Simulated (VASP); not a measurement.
Here is a VASP 6.6.1 calculation.

INCAR

```
SYSTEM = NaB2
  PREC = Accurate
  ENCUT = 520
  EDIFF = 1E-6
  ISMEAR = 0
  SIGMA = 0.1
  LREAL = .False.
  LASPH = .True.
  NELM = 80
  ALGO = Normal
  ISIF = 2
  LWAVE = .False.
  LCHARG = .False.
  GGA = PE
  NBANDS = 22
```

Contents of KPOINTS:

```
regular mesh
0
Gamma
  6 6 6
  0 0 0
```

The input POSCAR:

```
NaB2
1.0
    0.0000000000      3.0400175911      3.0400175911
    3.0400175911      0.0000000000      3.0400175911
    3.0400175911      3.0400175911      0.0000000000
Na B
2 4
Direct
    0.0000000000      0.0000000000      0.0000000000
    0.2500000000      0.2500000000      0.2500000000
    0.6250000000      0.6250000000      0.6250000000
    0.1250000000      0.6250000000      0.6250000000
    0.6250000000      0.1250000000      0.6250000000
    0.6250000000      0.6250000000      0.1250000000
```

Potentials or basis: VASP PAW PBE potentials, release 64 (Na_pv, B).

The run is started by

```console
$ cat potpaw_PBE.64/Na_pv/POTCAR potpaw_PBE.64/B/POTCAR > POTCAR
$ mpirun -np 1 vasp_std > vasp.out
```

What does it give for the band gap on the k mesh?

Zero (bands 13 and 14 overlap by 4.40 eV).

Estimate the pressure.

0.3 GPa.
